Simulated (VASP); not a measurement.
RuC5:

```
Ru C
1.0
     4.80454    0.00000    0.00000
    -2.40227    4.16085    0.00000
     0.00000    0.00000    4.64949
Ru C
1 5
Direct
  0.00000 0.00000 0.00000
  0.50000 0.00000 0.00000
  0.00000 0.50000 0.00000
  0.50000 0.50000 0.00000
  0.33333 0.66667 0.00000
  0.66667 0.33333 0.00000
```

```yaml
Program: VASP 6.6.1
Task: relaxation of cell and atoms
Functional: PBE
Potentials_or_basis: VASP PAW PBE potentials, release 64 (Ru_pv, C)
Cutoff: 600 eV
k_mesh: 6 × 6 × 4
Occupations: gaussian, width 0.1 eV
Spin: no spin polarisation
```

At the start: pressure -3.1 GPa; volume 15.49 Å³/atom.

How do energy, volume and symmetry change on relaxing?

Over 17 steps the energy falls by 161.1 meV/atom and the volume is 9.24 Å³/atom (-40.3 %); space group P6/mmm (No. 191, to 0.05 Å).

Step by step:
```csv
step,energy change (eV),largest force (eV/Å),pressure (GPa),volume (Å³)
1,0.0000,0.0000,-3.09,92.95
2,0.0284,0.0000,4.60,88.98
3,-0.0163,0.0000,-0.34,91.43
4,-0.0244,0.0000,-0.37,90.72
5,-0.0514,0.0000,-0.46,88.59
6,-0.1177,0.0000,-0.64,84.32
7,-0.3091,0.0000,-0.98,75.78
8,-0.8857,0.0000,1.22,58.69
9,83.7341,0.0000,1291.52,24.48
10,-0.9010,0.0000,1.75,58.04
11,-0.9398,0.0000,6.27,53.79
12,-0.9446,0.0000,3.56,55.76
13,-0.9504,0.0000,4.46,54.99
14,-0.9578,0.0000,3.65,54.74
15,-0.9593,0.0000,3.09,54.56
16,-0.9624,0.0000,2.33,54.79
17,-0.9664,0.0000,0.20,55.46
```

Final structure:
```xyz
6
Lattice="4.8051 0.0000 0.0000 -2.4025 4.1613 0.0000 0.0000 0.0000 2.7735" Properties=species:S:1:pos:R:3 pbc="T T T"
Ru    0.0000    0.0000    0.0000
C     2.4025    0.0000    0.0000
C    -1.2013    2.0807    0.0000
C     1.2013    2.0807    0.0000
C     0.0000    2.7742    0.0000
C     2.4025    1.3871    0.0000
```

Caveat: the volume moved by over 15 % at a fixed basis, so the end points are rough.
